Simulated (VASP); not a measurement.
# TaVN2 (P4/mmm) in VASP: further runs

The runs below take TaVN2 through single point, with PBEsol.

Program: VASP 6.6.1. These are calculated values, not measurements. Logs are shortened: lines on timing, memory, paths and dates and some standing lists are left out, and cuts for length are marked.

### 1 The cell of the first run

The structure is tetragonal, space group P4/mmm (No. 123). The conventional cell has a = 3.029 Å, b = 3.029 Å, c = 4.267 Å, α = 90.00°, β = 90.00°, γ = 90.00°. Within 2.8 Å of Ta (site symmetry 4/mmm) lie 6 N at 2.13 to 2.14 Å. Within 2.8 Å of V (site symmetry 4/mmm) lie 6 N at 2.13 to 2.14 Å. N (site symmetry 4/mmm) has 2 V at 2.13 Å and 4 Ta at 2.14 Å within 2.8 Å. N (site symmetry 4/mmm) has 2 Ta at 2.13 Å and 4 V at 2.14 Å within 2.8 Å.

### 2 Single point, PBEsol, collinear spin, ferromagnetic start (9.79 Å³/atom)

File INCAR:

```
SYSTEM = TaVN2
PREC = Accurate
ENCUT = 520
EDIFF = 1E-7
ISMEAR = -1
SIGMA = 0.05
LREAL = .False.
LASPH = .True.
NELM = 150
ALGO = Normal
ISIF = 2
LWAVE = .False.
LCHARG = .False.
ISPIN = 2
MAGMOM = 0 2 0 0
LORBIT = 11
LMAXMIX = 4
GGA = PS
NBANDS = 29
```

File KPOINTS:

```
Automatic mesh
0
Gamma
  9 9 6
  0 0 0
```

File POSCAR:

```
TaVN2
1.0
    3.0293974772      0.0000000000      0.0000000000
    0.0000000000      3.0293974772      0.0000000000
    0.0000000000      0.0000000000      4.2672285004
Ta V N
1 1 2
Direct
    0.0000000000      0.0000000000      0.0000000000
    0.5000000000      0.5000000000      0.5000000000
    0.5000000000      0.5000000000      0.0000000000
    0.0000000000      0.0000000000      0.5000000000
```

Potentials or basis: VASP PAW PBE potentials, release 64 (Ta_pv, V_sv, N).

Started as:

```bash
> cat potpaw_PBE.64/Ta_pv/POTCAR potpaw_PBE.64/V_sv/POTCAR potpaw_PBE.64/N/POTCAR > POTCAR
> mpirun -np 1 vasp_std > vasp.out
```

OUTCAR:

```text
SYSTEM = TaVN2
   PREC = Accurate
   ENCUT = 520
   EDIFF = 1E-7
   ISMEAR = -1
   LREAL = .False.
   LASPH = .True.
   NELM = 150
   ISIF = 2
   ISPIN = 2
   LORBIT = 11
   GGA = PS

 ion  position               nearest neighbor table
   1  0.000  0.000  0.000-   4 2.13   4 2.13   3 2.14   3 2.14   3 2.14   3 2.14   2 3.02   2 3.02
                             2 3.02   2 3.02   2 3.02   2 3.02   2 3.02   2 3.02
   2  0.500  0.500  0.500-   3 2.13   3 2.13   4 2.14   4 2.14   4 2.14   4 2.14   1 3.02   1 3.02
                             1 3.02   1 3.02   1 3.02   1 3.02   1 3.02   1 3.02
   3  0.500  0.500  0.000-   2 2.13   2 2.13   1 2.14   1 2.14   1 2.14   1 2.14
   4  0.000  0.000  0.500-   1 2.13   1 2.13   2 2.14   2 2.14   2 2.14   2 2.14

  LATTYP: Found a simple tetragonal cell.
 ALAT       =     3.0293974772
 C/A-ratio  =     1.4086063425

  Lattice vectors:

 A1 = (   3.0293974772,   0.0000000000,   0.0000000000)
 A2 = (   0.0000000000,   3.0293974772,   0.0000000000)
 A3 = (   0.0000000000,   0.0000000000,   4.2672285004)

Analysis of symmetry for initial positions (statically):
=====================================================================
 Subroutine PRICEL returns:
 Original cell was already a primitive cell.

 Routine SETGRP: Setting up the symmetry group for a
 simple tetragonal supercell.

 Subroutine GETGRP returns: Found 16 space group operations
 (whereof 16 operations were pure point group operations)
 out of a pool of 16 trial point group operations.

The static configuration has the point symmetry D_4h.

Analysis of symmetry for dynamics (positions and initial velocities):
=====================================================================
 Subroutine PRICEL returns:
 Original cell was already a primitive cell.

 Routine SETGRP: Setting up the symmetry group for a
 simple tetragonal supercell.

 Subroutine GETGRP returns: Found 16 space group operations
 (whereof 16 operations were pure point group operations)
 out of a pool of 16 trial point group operations.

The dynamic configuration has the point symmetry D_4h.

Analysis of structural, dynamic, and magnetic symmetry:
=====================================================================
 Subroutine PRICEL returns:
 Original cell was already a primitive cell.

 Routine SETGRP: Setting up the symmetry group for a
 simple tetragonal supercell.

 Subroutine GETGRP returns: Found 16 space group operations
 (whereof 16 operations were pure point group operations)
 out of a pool of 16 trial point group operations.

The overall configuration has the point symmetry D_4h.

 Subroutine INISYM returns: Found 16 space group operations
 (whereof 16 operations are pure point group operations),
 and found     1 'primitive' translations
[... 125 lines left out ...]
   LHFCALC =     F    Hartree Fock is set to
   AEXX    =    0.0000 exact exchange contribution
   IVDW    =     0    specifies the selected vdW correction
   LEPSILON=     F    determine dielectric tensor
   LRPA    =     F    only Hartree local field effects (RPA)
 spin polarized calculation
  energy-cutoff  :      520.00
  volume of cell :       39.16
 maximum number of plane-waves:      1064
 NGX is ok and might be reduce to    24
   NGX = 11   NGY = 11   NGZ = 15

 number of electron      33.9999986 magnetization      -0.0322878

 number of electron      33.9999986 magnetization       0.0034345

 Free energy of the ion-electron system (eV)
  ---------------------------------------------------
  ext. energy  EPLUGINS =         0.00000000
  ---------------------------------------------------
  free energy    TOTEN  =       -43.81534738 eV

  energy without entropy =      -43.79080374  energy(sigma->0) =      -43.80307556

 E-fermi :  10.2548     XC(G=0): -13.6104

 val. band max:       10.2463733086   @ k =   0.0000   0.0000   0.5000
 cond. band min:      10.2553807235   @ k =   0.3333   0.0000   0.0000
 fundamental gap:      0.0090074149
 Fermi energy:        10.2547884563

 spin component 1

 k-point     1 :       0.0000    0.0000    0.0000
  band No.  band energies     occupation
      1     -54.6410      1.00000
      2     -28.6589      1.00000
      3     -28.5699      1.00000
      4     -28.5699      1.00000
      5     -25.6449      1.00000
      6     -25.4166      1.00000
[... 757 lines left out ...]
     28      21.6448      0.00000
     29      22.2010      0.00000

 [... further k-points ...]

 spin component 2

 k-point     1 :       0.0000    0.0000    0.0000
  band No.  band energies     occupation
      1     -54.6376      1.00000
      2     -28.6553      1.00000
      3     -28.5669      1.00000
      4     -28.5669      1.00000
      5     -25.6450      1.00000
      6     -25.4166      1.00000
[... 757 lines left out ...]
     28      21.6454      0.00000
     29      22.2020      0.00000

 [... further k-points ...]
[... 5 lines left out ...]
  --------------------------------------------------------------------------------------
  -------------------------------------------------------------------------------------
  Total       -1.1728848     -1.1728848     -1.7879126      0.0000000     -0.0000000      0.0000000
  in kB      -47.9852237    -47.9852237    -73.1473232      0.0000000     -0.0000000      0.0000000
  external PRESSURE =     -56.3725902 kB  Pullay stress =       0.0000000 kB

 VOLUME and BASIS-vectors are now :
 -----------------------------------------------------------------------------
  energy-cutoff  :      520.00
  volume of cell :       39.16
      direct lattice vectors                 reciprocal lattice vectors
     3.029397477  0.000000000  0.000000000     0.330098644  0.000000000  0.000000000
     0.000000000  3.029397477  0.000000000     0.000000000  0.330098644  0.000000000
     0.000000000  0.000000000  4.267228500     0.000000000  0.000000000  0.234344142

 POSITION                                       TOTAL-FORCE (eV/Angst)
 -----------------------------------------------------------------------------------
      0.00000      0.00000      0.00000         0.000000      0.000000      0.000000
      1.51470      1.51470      2.13361         0.000000      0.000000      0.000000
      1.51470      1.51470      0.00000         0.000000      0.000000      0.000000
      0.00000      0.00000      2.13361         0.000000      0.000000      0.000000
 -----------------------------------------------------------------------------------
    total drift:                                0.000000     -0.000000     -0.000000

  FREE ENERGIE OF THE ION-ELECTRON SYSTEM (eV)
  ---------------------------------------------------
  free  energy   TOTEN  =       -43.8153473814 eV

  energy  without entropy=      -43.7908037412  energy(sigma->0) =      -43.80307556

 total charge

# of ion       s       p       d       tot
------------------------------------------
    1        0.303   6.278   2.429   9.009
    2        2.208   6.221   3.163  11.593
    3        1.228   2.545   0.000   3.773
    4        1.229   2.495   0.000   3.723
--------------------------------------------------
tot          4.968  17.538   5.592  28.098

 magnetization (x)

# of ion       s       p       d       tot
------------------------------------------
    1        0.000  -0.000  -0.000  -0.000
    2        0.000   0.000   0.003   0.004
    3        0.000   0.000   0.000   0.000
    4        0.000   0.000   0.000   0.000
--------------------------------------------------
tot          0.000   0.000   0.003   0.003
```

stdout:

```text
POSCAR found type information on POSCAR TaV N
 POSCAR found :  3 types and       4 ions
 scaLAPACK will be used
 -----------------------------------------------------------------------------
|                                                                             |
|                                                                             |
|     You enforced a specific xc type in the INCAR file but a different       |
|     I HOPE YOU KNOW WHAT YOU ARE DOING!                                     |
|                                                                             |
 -----------------------------------------------------------------------------

 LDA part: xc-table for (Slater+PW92), standard interpolation
 POSCAR, INCAR and KPOINTS ok, starting setup
 FFT: planning ... GRIDC
 FFT: planning ... GRID_SOFT
 FFT: planning ... GRID
 WAVECAR not read
 entering main loop
```

Run time: 2 min. Hardware: 1 thread of Intel Xeon 6975P-C, shared host; peak memory 0.24 GiB.

Results:

```
Free energy                                           : -43.8153 eV
Pressure                                              : -5.6 GPa
Band gap on the k mesh                                : zero (filled and empty bands overlap)
Net moment                                            : 0.00 μB per cell
Valence electrons inside the program's atomic spheres : Ta 9.01; V 11.59; N 3.77, 3.72
```

Caveat: the cell stands under tension; the moments typed at the start vanished in this run; the PAW data sets were made with another functional, which shifts forces and pressure a little; spin-orbit coupling is left out, which moves the levels of the heavy elements. With open d or f shells a metallic result of PBEsol can be an artefact of self-interaction; +U or a hybrid may open a gap.

(Continued in part 2 of 2.)
